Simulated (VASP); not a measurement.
Wanted: the native input for a VASP 6.6.1 run.

```yaml
Task: single point
Functional: PBE
Potentials_or_basis: VASP PAW PBE potentials, release 64 (Al, P)
Cutoff: 520 eV
k_mesh: 4 × 4 × 4
Occupations: gaussian, width 0.1 eV
Spin: no spin polarisation
Dipole_correction: no
Further_INCAR_settings: ALGO = Normal; EDIFF = 1e-06; NBANDS = 18
```

The structure of Al3P2 lies in POSCAR:

```
Al3P2
1.0
    3.7724000400      0.0000000000      0.0000000000
    0.0000000000      3.7724000400      0.0000000000
    0.0000000000      0.0000000000      5.5562881900
Al P
3 2
Direct
    0.5000000000      0.0000000000      0.9934612500
    0.0000000000      0.5000000000      0.9934612500
    0.0000000000      0.0000000000      0.2721384500
    0.0000000000      0.0000000000      0.7211286400
    0.5000000000      0.5000000000      0.2898103300
```

The cell was built from a structure type or drawn by symmetry, and may not be a known phase.

One way to write it, as run:

INCAR

```
SYSTEM = Al3P2
ALGO = Normal
EDIFF = 1E-6
ENCUT = 520
GGA = PE
ISIF = 2
ISMEAR = 0
LASPH = .TRUE.
LCHARG = .TRUE.
LELF = .TRUE.
LREAL = .FALSE.
LVHAR = .TRUE.
LWAVE = .FALSE.
NBANDS = 18
NELM = 100
PREC = Accurate
SIGMA = 0.1
```

KPOINTS

```
k-points
0
G
  4 4 4
  0 0 0
```

Potentials or basis: VASP PAW PBE potentials, release 64 (Al, P).

Command:

```console
$ cat potpaw_PBE.64/Al/POTCAR potpaw_PBE.64/P/POTCAR > POTCAR
$ mpirun -np 1 vasp_std > vasp.out
```

It gave:

```json
{
  "Pressure": "17.2 GPa",
  "Largest force": "4.393 eV/Å",
  "Band gap on the k mesh": "zero (an odd number of electrons rules out a gap without spin polarisation)"
}
```

Caveat: the k points lie up to 0.42 Å⁻¹ apart, too coarse for converged energies and pressures of a metal; forces of over 1 eV/Å act on the atoms, so gaps and moduli don't describe the material at rest.

It took 43 s on 1 thread of Intel Xeon 8259CL, with other jobs on the host, peak memory 0.18 GiB.
